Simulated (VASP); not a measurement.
Ti: single point with LDA

The system is Ti, a slab with vacuum.

```
Ti
1.0
     2.86428    0.00000    0.00000
     0.00000    4.53780    0.00000
     0.00000    0.00000   21.78790
Ti
6
Direct
  0.75000 0.75000 0.36718
  0.25000 0.25000 0.40513
  0.25000 0.75000 0.48103
  0.75000 0.25000 0.51897
  0.75000 0.75000 0.59487
  0.25000 0.25000 0.63282
```

```
Program                : VASP 6.6.1
Task                   : single point
Functional             : LDA
Potentials or basis    : VASP PAW LDA potentials, release 64 (Ti_sv)
Cutoff                 : 520 eV
k mesh                 : 14 × 9 × 1
Occupations            : fermi-dirac, width 0.1 eV
Spin                   : no spin polarisation
Dipole correction      : yes
Further INCAR settings : ALGO = Normal; EDIFF = 1e-06; NBANDS = 45
```

```json
{
  "Largest force": "0.405 eV/Å",
  "Band gap on the k mesh": "zero (bands 36 and 37 overlap by 0.37 eV)"
}
```

Forces in eV/Å, atoms in the order of the input:
```
Ti   0.000  0.000  0.405
Ti   0.000  0.000  0.200
Ti   0.000  0.000 -0.239
Ti   0.000  0.000  0.239
Ti   0.000  0.000 -0.200
Ti   0.000  0.000 -0.405
```

Levels at points of the mesh, in eV from the Fermi level:
```tsv
k point	band 34	band 35	band 36	band 37	band 38	band 39
(0.00, 0.00, 0.00)	-0.48	-0.05	0.17	0.41	0.59	0.79
(0.50, 0.00, 0.00)	-0.97	-0.84	-0.84	0.29	0.29	0.49
```

It took 34 min on 1 thread of Intel Xeon 8259CL, with other jobs on the host, peak memory 0.51 GiB.
